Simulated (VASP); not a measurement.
# Si2Mo (P6_222) in VASP: notebook

Runs on Si2Mo. Level: PBEsol. Tasks: single point.

All numbers are computed with VASP 6.6.1; they aren't measurements. Logs are shortened: lines on timing, memory, paths and dates and some standing lists are left out, and cuts for length are marked.

### 1 The cell of the first run

Symmetry: P6_222, No. 180, hexagonal system. Conventional cell: a = 4.585 Å, b = 4.585 Å, c = 6.580 Å, α = 90.00°, β = 90.00°, γ = 120.00°. Si (site symmetry 2) has 9 Si at 2.55 to 3.20 Å and 5 Mo at 2.57 to 2.67 Å within 3.4 Å. Within 3.4 Å of Mo (site symmetry 222) lie 10 Si at 2.57 to 2.67 Å and 4 Mo at 3.17 Å.

### 2 Single point, PBEsol

INCAR

```
PREC = Accurate
ENCUT = 520
EDIFF = 1E-6
ISMEAR = 0
SIGMA = 0.1
LREAL = False
LASPH = True
NELM = 60
ALGO = Normal
ISIF = 2
LWAVE = False
LCHARG = True
GGA = PS
LELF = True
LVHAR = True
NBANDS = 43
```

KPOINTS

```
regular mesh
0
Gamma
  6 6 4
```

POSCAR

```
Si2Mo
1.0
    4.5854715600      0.0000000000      0.0000000000
   -2.2927357800      3.9711348600      0.0000000000
    0.0000000000      0.0000000000      6.5797601000
Si Mo
6 3
Direct
    0.1638729800      0.8361270200      0.8333333300
    0.3277459600      0.1638729800      0.1666666700
    0.8361270200      0.6722540400      0.5000000000
    0.8361270200      0.1638729800      0.8333333300
    0.6722540400      0.8361270200      0.1666666700
    0.1638729800      0.3277459600      0.5000000000
    0.5000000000      0.0000000000      0.5000000000
    0.0000000000      0.5000000000      0.1666666700
    0.5000000000      0.5000000000      0.8333333300
```

Potentials or basis: VASP PAW PBE potentials, release 64 (Si, Mo_sv).

On the command line:

```bash
$ cat potpaw_PBE.64/Si/POTCAR potpaw_PBE.64/Mo_sv/POTCAR > POTCAR
$ mpirun -np 1 vasp_std > vasp.out
```

OUTCAR:

```text
PREC = Accurate
   ENCUT = 520
   EDIFF = 1E-6
   ISMEAR = 0
   LREAL = False
   LASPH = True
   NELM = 60
   ISIF = 2
   GGA = PS

 ion  position               nearest neighbor table
   1  0.164  0.836  0.833-   3 2.55   2 2.55   7 2.57   8 2.57   4 2.60   9 2.64   9 2.64   9 2.67
                             4 2.67   4 2.67   6 3.15   5 3.15
   2  0.328  0.164  0.167-   6 2.55   1 2.55   7 2.57   9 2.57   5 2.60   8 2.64   8 2.64   8 2.67
                             5 2.67   5 2.67   3 3.15   4 3.15
   3  0.836  0.672  0.500-   1 2.55   5 2.55   8 2.57   9 2.57   6 2.60   7 2.64   7 2.64   7 2.67
                             6 2.67   6 2.67   4 3.15   2 3.15
   4  0.836  0.164  0.833-   6 2.55   5 2.55   7 2.57   8 2.57   1 2.60   9 2.64   9 2.64   9 2.67
                             1 2.67   1 2.67   3 3.15   2 3.15
   5  0.672  0.836  0.167-   3 2.55   4 2.55   7 2.57   9 2.57   2 2.60   8 2.64   8 2.64   8 2.67
                             2 2.67   2 2.67   6 3.15   1 3.15
   6  0.164  0.328  0.500-   2 2.55   4 2.55   8 2.57   9 2.57   3 2.60   7 2.64   7 2.64   7 2.67
                             3 2.67   3 2.67   5 3.15   1 3.15
   7  0.500  0.000  0.500-   1 2.57   2 2.57   4 2.57   5 2.57   6 2.64   3 2.64   6 2.64   3 2.64
                             6 2.67   3 2.67   8 3.17   9 3.17   9 3.17   8 3.17
   8  0.000  0.500  0.167-   3 2.57   6 2.57   4 2.57   1 2.57   5 2.64   2 2.64   2 2.64   5 2.64
                             5 2.67   2 2.67   7 3.17   7 3.17   9 3.17   9 3.17
   9  0.500  0.500  0.833-   3 2.57   6 2.57   5 2.57   2 2.57   1 2.64   4 2.64   1 2.64   4 2.64
                             1 2.67   4 2.67   7 3.17   7 3.17   8 3.17   8 3.17

  LATTYP: Found a hexagonal cell.
 ALAT       =     4.5854715600
 C/A-ratio  =     1.4349146023

  Lattice vectors:

 A1 = (   4.5854715600,   0.0000000000,   0.0000000000)
 A2 = (  -2.2927357800,   3.9711348600,   0.0000000000)
 A3 = (   0.0000000000,   0.0000000000,   6.5797601000)

Analysis of symmetry for initial positions (statically):
=====================================================================
 Subroutine PRICEL returns:
 Original cell was already a primitive cell.

 Routine SETGRP: Setting up the symmetry group for a
 hexagonal supercell.

 Subroutine GETGRP returns: Found 12 space group operations
 (whereof  4 operations were pure point group operations)
 out of a pool of 24 trial point group operations.

The static configuration has the point symmetry D_2 .
 The point group associated with its full space group is D_6 .

Analysis of symmetry for dynamics (positions and initial velocities):
=====================================================================
 Subroutine PRICEL returns:
 Original cell was already a primitive cell.

 Routine SETGRP: Setting up the symmetry group for a
 hexagonal supercell.

 Subroutine GETGRP returns: Found 12 space group operations
 (whereof  4 operations were pure point group operations)
 out of a pool of 24 trial point group operations.

The dynamic configuration has the point symmetry D_2 .
 The point group associated with its full space group is D_6 .

 Subroutine INISYM returns: Found 12 space group operations
 (whereof  4 operations are pure point group operations),
 and found     1 'primitive' translations

----------------------------------------------------------------------------------------

                                     Primitive cell

  volume of cell :     119.8143

  direct lattice vectors                    reciprocal lattice vectors
     4.585471560  0.000000000  0.000000000     0.218080079  0.125908592  0.000000000
    -2.292735780  3.971134860  0.000000000     0.000000000  0.251817185  0.000000000
     0.000000000  0.000000000  6.579760100     0.000000000  0.000000000  0.151981225

  length of vectors
     4.585471560  4.585471561  6.579760100     0.251817185  0.251817185  0.151981225

  position of ions in fractional coordinates (direct lattice)
     0.163872980  0.836127020  0.833333330
     0.327745960  0.163872980  0.166666670
     0.836127020  0.672254040  0.500000000
     0.836127020  0.163872980  0.833333330
     0.672254040  0.836127020  0.166666670
     0.163872980  0.327745960  0.500000000
     0.500000000  0.000000000  0.500000000
     1.000000000  0.500000000  0.166666670
     0.500000000  0.500000000  0.833333330

  ion indices of the primitive-cell ions
   primitive index   ion index
                 1           1
                 2           2
                 3           3
                 4           4
                 5           5
                 6           6
                 7           7
                 8           8
                 9           9

----------------------------------------------------------------------------------------

 KPOINTS: regular mesh

Automatic generation of k-mesh.
 Grid dimensions read from file:
 generate k-points for:    6    6    4

 Generating k-lattice:

  Cartesian coordinates                     Fractional coordinates (reciprocal lattice)
     0.036346680  0.020984765  0.000000000     0.166666667 -0.000000000  0.000000000
     0.000000000  0.041969531  0.000000000     0.000000000  0.166666667  0.000000000
     0.000000000  0.000000000  0.037995306     0.000000000  0.000000000  0.250000000

  Length of vectors
     0.041969531  0.041969531  0.037995306

  Shift w.r.t. Gamma in fractional coordinates (k-lattice)
     0.000000000  0.000000000  0.000000000

 Subroutine IBZKPT returns following result:
 ===========================================

 Found     21 irreducible k-points:

 Following reciprocal coordinates:
            Coordinates               Weight
  0.000000  0.000000  0.000000      1.000000
  0.166667  0.000000  0.000000      6.000000
  0.333333  0.000000  0.000000      6.000000
  0.500000  0.000000  0.000000      3.000000
  0.166667  0.166667  0.000000      6.000000
  0.333333  0.166667  0.000000     12.000000
[... 13 lines left out ...]
  0.333333  0.166667  0.500000     12.000000
  0.333333  0.333333  0.500000      2.000000
   k-points           NKPTS =     21   k-points in BZ     NKDIM =     21   number of bands    NBANDS=     43
   number of dos      NEDOS =    301   number of ions     NIONS =      9
   total plane-waves  NPLWV =  64800
   dimension x,y,z NGX =    36 NGY =   36 NGZ =   50
   dimension x,y,z NGXF=    72 NGYF=   72 NGZF=  100
   ions per type =               6   3
   NGX,Y,Z   is equivalent  to a cutoff of  13.05, 13.05, 12.63 a.u.
   NGXF,Y,Z  is equivalent  to a cutoff of  26.10, 26.10, 25.27 a.u.
 SYSTEM =  unknown system
   PREC   = accura    normal or accurate (medium, high low for compatibility)
   ISTART =      0    job   : 0-new  1-cont  2-samecut
   ICHARG =      2    charge: 1-file 2-atom 10-const
   ISPIN  =      1    spin polarized calculation?
   LNONCOLLINEAR =      F non collinear calculations
   LSORBIT =      F    spin-orbit coupling
   LASPH  =      T    aspherical Exc in radial PAW
   ENCUT  =  520.0 eV  38.22 Ry    6.18 a.u.   8.53  8.53 12.23*2*pi/ulx,y,z
   NELM   =     60;   NELMIN=  2; NELMDL= -5     # of ELM steps
   EDIFF  = 0.1E-05   stopping-criterion for ELM
   LREAL  =      F    real-space projection
   EDIFFG = 0.1E-04   stopping-criterion for IOM
   NSW    =      0    number of steps for IOM
   IBRION =     -1    ionic relax: 0-MD 1-quasi-New 2-CG
   NFREE  =      0    steps in history (QN), initial steepest desc. (CG)
   ISIF   =      2    stress and relaxation
   ISYM   =      2    0-nonsym 1-usesym 2-fastsym
   POTIM  = 0.5000    time-step for ionic-motion
   TEBEG  =    0.0;   TEEND  =   0.0 temperature during run
   PSTRESS=    0.0 pullay stress
   NELECT =      66.0000    total number of electrons
   NUPDOWN=      -1.0000    fix difference up-down
   EMIN   =  10.00;   EMAX   =-10.00  energy-range for DOS
   EFERMI =   0.00;   METHOD = LEGACY
   ISMEAR =     0;   SIGMA  =   0.10  broadening in eV -4-tet -1-fermi 0-gaus
   EFERMI_NEDOS =   21; number of points for ismear=-14 and -15
   IALGO  =     38    algorithm
   IMIX   =      4    mixing-type and parameters
     AMIX     =   0.40;   BMIX     =  1.00
     AMIX_MAG =   1.60;   BMIX_MAG =  1.00
  volume/ion in A,a.u.               =      13.31        89.84
  Fermi-wavevector in a.u.,A,eV,Ry     =   1.342002  2.536017 24.503685  1.800970
  Thomas-Fermi vector in A             =   2.470191
   LORBIT       =      0    0 simple, 1 ext, 2 COOP (PROOUT), +10 PAW based schemes
   GGA     = PS    functional components
   LHFCALC =     F    Hartree Fock is set to
   AEXX    =    0.0000 exact exchange contribution
   IVDW    =     0    specifies the selected vdW correction
   LEPSILON=     F    determine dielectric tensor
   LRPA    =     F    only Hartree local field effects (RPA)
 non-spin polarized calculation
 Gauss-broadening in eV      SIGMA  =   0.10
  energy-cutoff  :      520.00
  volume of cell :      119.81
 maximum number of plane-waves:      3300
 NGX is ok and might be reduce to    36
   NGX = 17   NGY = 17   NGZ = 25

 number of electron      65.9999996 magnetization

 Free energy of the ion-electron system (eV)
  ---------------------------------------------------
  ext. energy  EPLUGINS =         0.00000000
  ---------------------------------------------------
  free energy    TOTEN  =       -74.98503103 eV

  energy without entropy =      -74.98276351  energy(sigma->0) =      -74.98389727

 E-fermi :  12.8548     XC(G=0): -12.5433

 val. band max:       12.8357816925   @ k =   0.5000   0.0000   0.5000
 cond. band min:      12.8737876387   @ k =   0.5000   0.0000   0.0000
 fundamental gap:      0.0380059462
 Fermi energy:        12.8547841578

 k-point     1 :       0.0000    0.0000    0.0000
  band No.  band energies     occupation
      1     -48.2162      2.00000
      2     -48.1855      2.00000
      3     -48.1855      2.00000
      4     -22.4908      2.00000
      5     -22.4875      2.00000
      6     -22.4875      2.00000
[... 35 lines left out ...]
     42      15.8089      0.00000
     43      16.2848      0.00000

 k-point     2 :       0.1667    0.0000    0.0000
  band No.  band energies     occupation
      1     -48.2143      2.00000
      2     -48.1872      2.00000
      3     -48.1855      2.00000
      4     -22.5186      2.00000
      5     -22.5007      2.00000
      6     -22.4840      2.00000
[... 35 lines left out ...]
     42      15.9216      0.00000
     43      16.5616      0.00000

 k-point     3 :       0.3333    0.0000    0.0000
  band No.  band energies     occupation
      1     -48.2095      2.00000
      2     -48.1918      2.00000
      3     -48.1854      2.00000
      4     -22.5393      2.00000
      5     -22.5163      2.00000
      6     -22.4879      2.00000
[... 35 lines left out ...]
     42      16.1243      0.00000
     43      16.2591      0.00000

 k-point     4 :       0.5000    0.0000    0.0000
  band No.  band energies     occupation
      1     -48.2056      2.00000
      2     -48.1955      2.00000
      3     -48.1854      2.00000
      4     -22.5463      2.00000
      5     -22.5226      2.00000
      6     -22.4902      2.00000
[... 725 lines left out ...]
     42      15.8837      0.00000
     43      16.2998      0.00000

 k-point    20 :       0.3333    0.1667    0.5000
  band No.  band energies     occupation
      1     -48.2055      2.00000
      2     -48.1956      2.00000
      3     -48.1854      2.00000
      4     -22.5418      2.00000
      5     -22.5227      2.00000
      6     -22.5089      2.00000
[... 35 lines left out ...]
     42      15.7103      0.00000
     43      16.0310      0.00000

 k-point    21 :       0.3333    0.3333    0.5000
  band No.  band energies     occupation
      1     -48.2054      2.00000
      2     -48.1905      2.00000
      3     -48.1905      2.00000
      4     -22.5345      2.00000
      5     -22.5266      2.00000
      6     -22.5266      2.00000
[... 35 lines left out ...]
     42      16.0909      0.00000
     43      16.2894      0.00000

------------------------ aborting loop because EDIFF is reached ----------------------------------------

  FORCE on cell =-STRESS in cart. coord.  units (eV):
  Direction    XX          YY          ZZ          XY          YZ          ZX
  --------------------------------------------------------------------------------------
  -------------------------------------------------------------------------------------
  Total       -0.8356678     -0.8356678     -0.8511091     -0.0000000     -0.0000000      0.0000000
  in kB      -11.1746915    -11.1746915    -11.3811750     -0.0000000     -0.0000000      0.0000000
  external PRESSURE =     -11.2435194 kB  Pullay stress =       0.0000000 kB

 VOLUME and BASIS-vectors are now :
 -----------------------------------------------------------------------------
  energy-cutoff  :      520.00
  volume of cell :      119.81
      direct lattice vectors                 reciprocal lattice vectors
     4.585471560  0.000000000  0.000000000     0.218080079  0.125908592  0.000000000
    -2.292735780  3.971134860  0.000000000     0.000000000  0.251817185  0.000000000
     0.000000000  0.000000000  6.579760100     0.000000000  0.000000000  0.151981225

 POSITION                                       TOTAL-FORCE (eV/Angst)
 -----------------------------------------------------------------------------------
     -1.16558      3.32037      5.48313         0.033319     -0.019237     -0.000000
      1.12715      0.65076      1.09663         0.033319      0.019237     -0.000000
      2.29274      2.66961      3.28988        -0.000000     -0.038474     -0.000000
      3.45832      0.65076      5.48313        -0.033319      0.019237     -0.000000
      1.16558      3.32037      1.09663        -0.033319     -0.019237      0.000000
      0.00000      1.30152      3.28988         0.000000      0.038474     -0.000000
      2.29274      0.00000      3.28988        -0.000000      0.000000     -0.000000
     -1.14637      1.98557      1.09663        -0.000000      0.000000      0.000000
      1.14637      1.98557      5.48313        -0.000000      0.000000      0.000000
 -----------------------------------------------------------------------------------
    total drift:                               -0.000000     -0.000000      0.000060

  FREE ENERGIE OF THE ION-ELECTRON SYSTEM (eV)
  ---------------------------------------------------
  free  energy   TOTEN  =       -74.9850310258 eV

  energy  without entropy=      -74.9827635085  energy(sigma->0) =      -74.98389727
```

Run time: 2.7 min. Hardware: 1 thread of Intel Xeon 8259CL, shared host; peak memory 0.28 GiB.

What came out:

| Item | Value |
| --- | --- |
| Free energy | -74.9850 eV |
| Pressure | -1.1 GPa |
| Largest force | 0.038 eV/Å |
| Band gap on the k mesh | 0.04 eV (least direct gap 0.53 eV) |

Forces in eV/Å, atoms in the order of the input:
```
Si   0.033 -0.019  0.000
Si   0.033  0.019  0.000
Si   0.000 -0.038  0.000
Si  -0.033  0.019  0.000
Si  -0.033 -0.019  0.000
Si   0.000  0.038  0.000
Mo   0.000  0.000  0.000
Mo   0.000  0.000  0.000
Mo   0.000  0.000  0.000
```

Levels at points of the mesh, in eV from the valence-band top:
| k point | band 29 | band 30 | band 31 | band 32 | band 33 | band 34 | band 35 | band 36 | band 37 | band 38 |
| --- | --- | --- | --- | --- | --- | --- | --- | --- | --- | --- |
| (0.00, 0.00, 0.00) | -3.04 | -3.04 | -2.75 | -2.11 | -0.83 | 1.98 | 2.35 | 2.35 | 2.47 | 2.49 |
| (0.50, 0.00, 0.00) | -2.32 | -2.17 | -1.59 | -1.07 | -0.66 | 0.04 | 0.68 | 0.84 | 1.29 | 1.91 |
| (0.00, 0.00, 0.50) | -2.33 | -2.33 | -2.10 | -0.74 | -0.74 | 1.84 | 2.27 | 2.27 | 2.27 | 2.56 |
| (0.50, 0.00, 0.50) | -3.00 | -2.69 | -1.99 | -1.26 | 0.00 | 0.53 | 1.08 | 1.33 | 1.33 | 1.66 |

Caveat: the PAW data sets were made with another functional, which shifts forces and pressure a little.

### 3 Single point, PBEsol

This run uses another cell than the first one, of 13.22 Å³/atom.

INCAR

```
SYSTEM = Si2Mo
  PREC = Accurate
  ENCUT = 520
  EDIFF = 1E-6
  ISMEAR = 0
  SIGMA = 0.1
  LREAL = .FALSE.
  LASPH = .TRUE.
  NELM = 60
  ALGO = Normal
  ISIF = 2
  LWAVE = .FALSE.
  LCHARG = .FALSE.
  GGA = PS
  NBANDS = 43
```

KPOINTS

```
Automatic mesh
0
G
  9 9 6
  0 0 0
```

POSCAR

```
Si2Mo
1.0
    4.5747399305      0.0000000000      0.0000000000
   -2.2873699652      3.9618409955      0.0000000000
    0.0000000000      0.0000000000      6.5669195395
Si Mo
6 3
Direct
    0.1641667992      0.8358332008      0.8333333333
    0.3283335985      0.1641667992      0.1666666667
    0.8358332008      0.6716664015      0.5000000000
    0.8358332008      0.1641667992      0.8333333333
    0.6716664015      0.8358332008      0.1666666667
    0.1641667992      0.3283335985      0.5000000000
    0.5000000000      0.0000000000      0.5000000000
    0.0000000000      0.5000000000      0.1666666667
    0.5000000000      0.5000000000      0.8333333333
```

Potentials or basis: VASP PAW PBE potentials, release 64 (Si, Mo_sv).

On the command line:

```bash
$ cat potpaw_PBE.64/Si/POTCAR potpaw_PBE.64/Mo_sv/POTCAR > POTCAR
$ mpirun -np 1 vasp_std > vasp.out
```

Wall time 5.7 min (1 thread of Intel Xeon 8259CL, shared host); peak memory 0.35 GiB.

The run converged. Its results:

| Quantity | Value |
| --- | --- |
| Free energy | -74.9880 eV |
| Pressure | 0.3 GPa |
| Band gap on the k mesh | 0.17 eV (least direct gap 0.59 eV) |

Levels at points of the mesh, in eV from the valence-band top:
```tsv
k point	band 29	band 30	band 31	band 32	band 33	band 34	band 35	band 36	band 37	band 38
(0.00, 0.00, 0.00)	-2.98	-2.98	-2.68	-2.06	-0.78	2.07	2.44	2.44	2.57	2.58
(0.00, 0.00, 0.50)	-2.27	-2.27	-2.02	-0.69	-0.69	1.94	2.36	2.38	2.38	2.64
```

Caveat: the PAW data sets were made with another functional, which shifts forces and pressure a little; an odd mesh through Γ misses points on the zone boundary, where band edges can lie.

(Part 1 of 2 ends here.)
